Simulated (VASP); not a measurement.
# NbAs (F-43m) in VASP: a series of runs

Runs on NbAs. Level: r2SCAN. Tasks: single point.

Everything below comes from runs of VASP 6.6.1. Logs are shortened: lines on timing, memory, paths and dates and some standing lists are left out, and cuts for length are marked.

**1. The cell of the first run**

Symmetry: F-43m, No. 216, cubic system. Conventional cell: a = 5.565 Å, b = 5.565 Å, c = 5.565 Å, α = 90.00°, β = 90.00°, γ = 90.00°. Within 3.2 Å of Nb (site symmetry -43m) lie 4 As at 2.41 Å. As (site symmetry -43m) has 4 Nb at 2.41 Å within 3.2 Å.

**2. Single point, r2SCAN**

POSCAR

```
NbAs
1.0
    0.0000000000      2.7825564784      2.7825564784
    2.7825564784      0.0000000000      2.7825564784
    2.7825564784      2.7825564784      0.0000000000
Nb As
1 1
Direct
    0.0000000000      0.0000000000      0.0000000000
    0.2500000000      0.2500000000      0.2500000000
```

INCAR.step1

```
ALGO     = Normal         # electronic algorithm
EDIFF    = 1E-5           # SCF threshold, eV
ENCUT    = 550            # plane-wave cutoff, eV
GGA      = PE             # functional
GGA_COMPAT= F            
ISMEAR   = 0              # smearing method
LASPH    = T              # aspherical terms in the spheres
LCHARG   = F              # write CHGCAR
LREAL    = F              # projectors in reciprocal space
LWAVE    = T              # write WAVECAR
NBANDS   = 16             # bands
NELM     = 120            # most SCF steps
PREC     = Accurate       # precision mode
SIGMA    = 0.1            # smearing width, eV
```

INCAR.step2

```
ALGO     = Normal         # electronic algorithm
EDIFF    = 1E-6           # SCF threshold, eV
ENCUT    = 550            # plane-wave cutoff, eV
GGA_COMPAT= F            
ISIF     = 2              # what is computed and relaxed
ISMEAR   = 0              # smearing method
ISTART   = 1            
LASPH    = T              # aspherical terms in the spheres
LCHARG   = F              # write CHGCAR
LMIXTAU  = T            
LREAL    = F              # projectors in reciprocal space
LWAVE    = F              # write WAVECAR
METAGGA  = R2SCAN         # meta-GGA
NBANDS   = 16             # bands
NELM     = 120            # most SCF steps
PREC     = Accurate       # precision mode
SIGMA    = 0.1            # smearing width, eV
```

KPOINTS

```
k-points
0
Gamma
  12 12 12
```

Potentials or basis: VASP PAW PBE potentials, release 64 (Nb_sv, As).

The run is started by

```console
> cat potpaw_PBE.64/Nb_sv/POTCAR potpaw_PBE.64/As/POTCAR > POTCAR
> cp INCAR.step1 INCAR
> mpirun -np 1 vasp_std > vasp.out
> cp INCAR.step2 INCAR
> mpirun -np 1 vasp_std > vasp.out
```

OUTCAR:

```text
EDIFF = 1E-6
   ENCUT = 550
   ISIF = 2
   ISMEAR = 0
   ISTART = 1
   LASPH = T
   LREAL = F
   METAGGA = R2SCAN
   NELM = 120
   PREC = Accurate

 ion  position               nearest neighbor table
   1  0.000  0.000  0.000-   2 2.41   2 2.41   2 2.41   2 2.41
   2  0.250  0.250  0.250-   1 2.41   1 2.41   1 2.41   1 2.41

  LATTYP: Found a face centered cubic cell.
 ALAT       =     5.5651129568

  Lattice vectors:

 A1 = (   0.0000000000,   2.7825564784,   2.7825564784)
 A2 = (   2.7825564784,   0.0000000000,   2.7825564784)
 A3 = (   2.7825564784,   2.7825564784,   0.0000000000)

Analysis of symmetry for initial positions (statically):
=====================================================================
 Subroutine PRICEL returns:
 Original cell was already a primitive cell.

 Routine SETGRP: Setting up the symmetry group for a
 face centered cubic supercell.

 Subroutine GETGRP returns: Found 24 space group operations
 (whereof 24 operations were pure point group operations)
 out of a pool of 48 trial point group operations.

The static configuration has the point symmetry T_d .

Analysis of symmetry for dynamics (positions and initial velocities):
=====================================================================
 Subroutine PRICEL returns:
 Original cell was already a primitive cell.

 Routine SETGRP: Setting up the symmetry group for a
 face centered cubic supercell.

 Subroutine GETGRP returns: Found 24 space group operations
 (whereof 24 operations were pure point group operations)
 out of a pool of 48 trial point group operations.

The dynamic configuration has the point symmetry T_d .

 Subroutine INISYM returns: Found 24 space group operations
 (whereof 24 operations are pure point group operations),
 and found     1 'primitive' translations

----------------------------------------------------------------------------------------

                                     Primitive cell

  volume of cell :      43.0886

  direct lattice vectors                    reciprocal lattice vectors
     0.000000000  2.782556478  2.782556478    -0.179690872  0.179690872  0.179690872
     2.782556478  0.000000000  2.782556478     0.179690872 -0.179690872  0.179690872
     2.782556478  2.782556478  0.000000000     0.179690872  0.179690872 -0.179690872

  length of vectors
     3.935129110  3.935129110  3.935129110     0.311233720  0.311233720  0.311233720

  position of ions in fractional coordinates (direct lattice)
     0.000000000  0.000000000  0.000000000
     0.250000000  0.250000000  0.250000000

  ion indices of the primitive-cell ions
   primitive index   ion index
                 1           1
                 2           2

----------------------------------------------------------------------------------------

 KPOINTS: k-points

Automatic generation of k-mesh.
 Grid dimensions read from file:
 generate k-points for:   12   12   12

 Generating k-lattice:

  Cartesian coordinates                     Fractional coordinates (reciprocal lattice)
    -0.014974239  0.014974239  0.014974239     0.083333333  0.000000000  0.000000000
     0.014974239 -0.014974239  0.014974239     0.000000000  0.083333333  0.000000000
     0.014974239  0.014974239 -0.014974239     0.000000000  0.000000000  0.083333333

  Length of vectors
     0.025936143  0.025936143  0.025936143

  Shift w.r.t. Gamma in fractional coordinates (k-lattice)
     0.000000000  0.000000000  0.000000000

 Subroutine IBZKPT returns following result:
 ===========================================

 Found     72 irreducible k-points:

 Following reciprocal coordinates:
            Coordinates               Weight
  0.000000  0.000000  0.000000      1.000000
  0.083333  0.000000  0.000000      8.000000
  0.166667  0.000000  0.000000      8.000000
  0.250000  0.000000  0.000000      8.000000
  0.333333  0.000000  0.000000      8.000000
  0.416667  0.000000  0.000000      8.000000
[... 16 lines left out ...]
  0.500000  0.166667  0.000000     24.000000
 -0.416667  0.166667  0.000000     24.000000
 [... further k-points ...]
   k-points           NKPTS =     72   k-points in BZ     NKDIM =     72   number of bands    NBANDS=     16
   number of dos      NEDOS =    301   number of ions     NIONS =      2
   total plane-waves  NPLWV =  27000
   dimension x,y,z NGX =    30 NGY =   30 NGZ =   30
   dimension x,y,z NGXF=    60 NGYF=   60 NGZF=   60
   ions per type =               1   1
   NGX,Y,Z   is equivalent  to a cutoff of  12.67, 12.67, 12.67 a.u.
   NGXF,Y,Z  is equivalent  to a cutoff of  25.35, 25.35, 25.35 a.u.
 SYSTEM =  unknown system
   PREC   = accura    normal or accurate (medium, high low for compatibility)
   ISTART =      1    job   : 0-new  1-cont  2-samecut
   ICHARG =      0    charge: 1-file 2-atom 10-const
   ISPIN  =      1    spin polarized calculation?
   LNONCOLLINEAR =      F non collinear calculations
   LSORBIT =      F    spin-orbit coupling
   LASPH  =      T    aspherical Exc in radial PAW
   ENCUT  =  550.0 eV  40.42 Ry    6.36 a.u.   7.52  7.52  7.52*2*pi/ulx,y,z
   NELM   =    120;   NELMIN=  2; NELMDL=  0     # of ELM steps
   EDIFF  = 0.1E-05   stopping-criterion for ELM
   LREAL  =      F    real-space projection
   EDIFFG = 0.1E-04   stopping-criterion for IOM
   NSW    =      0    number of steps for IOM
   IBRION =     -1    ionic relax: 0-MD 1-quasi-New 2-CG
   NFREE  =      0    steps in history (QN), initial steepest desc. (CG)
   ISIF   =      2    stress and relaxation
   ISYM   =      2    0-nonsym 1-usesym 2-fastsym
   POTIM  = 0.5000    time-step for ionic-motion
   TEBEG  =    0.0;   TEEND  =   0.0 temperature during run
   PSTRESS=    0.0 pullay stress
   NELECT =      18.0000    total number of electrons
   NUPDOWN=      -1.0000    fix difference up-down
   EMIN   =  10.00;   EMAX   =-10.00  energy-range for DOS
   EFERMI =   0.00;   METHOD = LEGACY
   ISMEAR =     0;   SIGMA  =   0.10  broadening in eV -4-tet -1-fermi 0-gaus
   EFERMI_NEDOS =   21; number of points for ismear=-14 and -15
   IALGO  =     38    algorithm
   IMIX   =      4    mixing-type and parameters
     AMIX     =   0.40;   BMIX     =  1.00
     AMIX_MAG =   1.60;   BMIX_MAG =  1.00
  volume/ion in A,a.u.               =      21.54       145.39
  Fermi-wavevector in a.u.,A,eV,Ry     =   1.223803  2.312653 20.377377  1.497695
  Thomas-Fermi vector in A             =   2.358901
   LORBIT       =      0    0 simple, 1 ext, 2 COOP (PROOUT), +10 PAW based schemes
   METAGGA = R2SCAN    functional components
   LHFCALC =     F    Hartree Fock is set to
   AEXX    =    0.0000 exact exchange contribution
   IVDW    =     0    specifies the selected vdW correction
   LEPSILON=     F    determine dielectric tensor
   LRPA    =     F    only Hartree local field effects (RPA)
 non-spin polarized calculation
 Gauss-broadening in eV      SIGMA  =   0.10
  energy-cutoff  :      550.00
  volume of cell :       43.09
 maximum number of plane-waves:      1283
   NGX = 15   NGY = 15   NGZ = 15

 number of electron      18.0000001 magnetization

 Free energy of the ion-electron system (eV)
  ---------------------------------------------------
  ext. energy  EPLUGINS =         0.00000000
  ---------------------------------------------------
  free energy    TOTEN  =       -38.96879980 eV

  energy without entropy =      -38.95843070  energy(sigma->0) =      -38.96361525

 E-fermi :   7.2059     XC(G=0): -11.1399

 val. band max:        7.1969221330   @ k =   0.4167   0.0833   0.0000
 cond. band min:       7.2251529667   @ k =   0.0000   0.0000   0.0000
 fundamental gap:      0.0282308337
 Fermi energy:         7.2059429730

 k-point     1 :       0.0000    0.0000    0.0000
  band No.  band energies     occupation
      1     -49.9930      2.00000
      2     -25.4028      2.00000
      3     -25.4028      2.00000
      4     -25.4028      2.00000
      5      -5.7211      2.00000
      6       2.9958      2.00000
[... 8 lines left out ...]
     15      16.6773      0.00000
     16      16.6773      0.00000

 k-point     2 :       0.0833    0.0000    0.0000
  band No.  band energies     occupation
      1     -49.9924      2.00000
      2     -25.4120      2.00000
      3     -25.4042      2.00000
      4     -25.4042      2.00000
      5      -5.6501      2.00000
      6       2.8958      2.00000
[... 8 lines left out ...]
     15      16.1754      0.00000
     16      16.6331      0.00000

 k-point     3 :       0.1667    0.0000    0.0000
  band No.  band energies     occupation
      1     -49.9908      2.00000
      2     -25.4371      2.00000
      3     -25.4079      2.00000
      4     -25.4079      2.00000
      5      -5.4530      2.00000
      6       2.6683      2.00000
[... 8 lines left out ...]
     15      15.2781      0.00000
     16      16.6611      0.00000

 k-point     4 :       0.2500    0.0000    0.0000
  band No.  band energies     occupation
      1     -49.9886      2.00000
      2     -25.4711      2.00000
      3     -25.4129      2.00000
      4     -25.4129      2.00000
      5      -5.1768      2.00000
      6       2.4526      2.00000
[... 8 lines left out ...]
     15      14.8959      0.00000
     16      16.9852      0.00000
[... 324 lines left out ...]
 k-point    22 :       0.4167    0.1667    0.0000
  band No.  band energies     occupation
      1     -49.9845      2.00000
      2     -25.5128      2.00000
      3     -25.4342      2.00000
      4     -25.4295      2.00000
      5      -4.6584      2.00000
      6       2.2695      2.00000
[... 8 lines left out ...]
     15      16.3390      0.00000
     16      17.4690      0.00000

 k-point    23 :       0.5000    0.1667    0.0000
  band No.  band energies     occupation
      1     -49.9833      2.00000
      2     -25.5277      2.00000
      3     -25.4410      2.00000
      4     -25.4301      2.00000
      5      -4.5098      2.00000
      6       2.4351      2.00000
[... 8 lines left out ...]
     15      17.0750      0.00000
     16      17.8526      0.00000

 k-point    24 :      -0.4167    0.1667    0.0000
  band No.  band energies     occupation
      1     -49.9832      2.00000
      2     -25.5291      2.00000
      3     -25.4449      2.00000
      4     -25.4277      2.00000
      5      -4.4908      2.00000
      6       2.5659      2.00000
[... 8 lines left out ...]
     15      17.0229      0.00000
     16      17.7977      0.00000

 [... further k-points ...]
[... 5 lines left out ...]
  --------------------------------------------------------------------------------------
  -------------------------------------------------------------------------------------
  Total        4.0268016      4.0268016      4.0268016      0.0000000      0.0000000      0.0000000
  in kB      149.7300094    149.7300094    149.7300094      0.0000000      0.0000000      0.0000000
  external PRESSURE =     149.7300094 kB  Pullay stress =       0.0000000 kB

 VOLUME and BASIS-vectors are now :
 -----------------------------------------------------------------------------
  energy-cutoff  :      550.00
  volume of cell :       43.09
      direct lattice vectors                 reciprocal lattice vectors
     0.000000000  2.782556478  2.782556478    -0.179690872  0.179690872  0.179690872
     2.782556478  0.000000000  2.782556478     0.179690872 -0.179690872  0.179690872
     2.782556478  2.782556478  0.000000000     0.179690872  0.179690872 -0.179690872

 POSITION                                       TOTAL-FORCE (eV/Angst)
 -----------------------------------------------------------------------------------
      0.00000      0.00000      0.00000        -0.000000     -0.000000      0.000000
      1.39128      1.39128      1.39128         0.000000      0.000000     -0.000000
 -----------------------------------------------------------------------------------
    total drift:                                0.000000      0.000000      0.000000

  FREE ENERGIE OF THE ION-ELECTRON SYSTEM (eV)
  ---------------------------------------------------
  free  energy   TOTEN  =       -38.9687998005 eV

  energy  without entropy=      -38.9584307038  energy(sigma->0) =      -38.96361525
```

It took 5.7 min on 1 thread of Intel Xeon 8259CL, shared host; peak memory 0.21 GiB.

Results:

- Free energy: -38.9688 eV
- Pressure: 15.0 GPa
- Band gap on the k mesh: zero (bands 9 and 10 overlap by 0.64 eV)

Caveat: the cell stands under pressure; the PAW data sets were made with another functional, which shifts forces and pressure a little.

(Continued in part 2 of 2.)
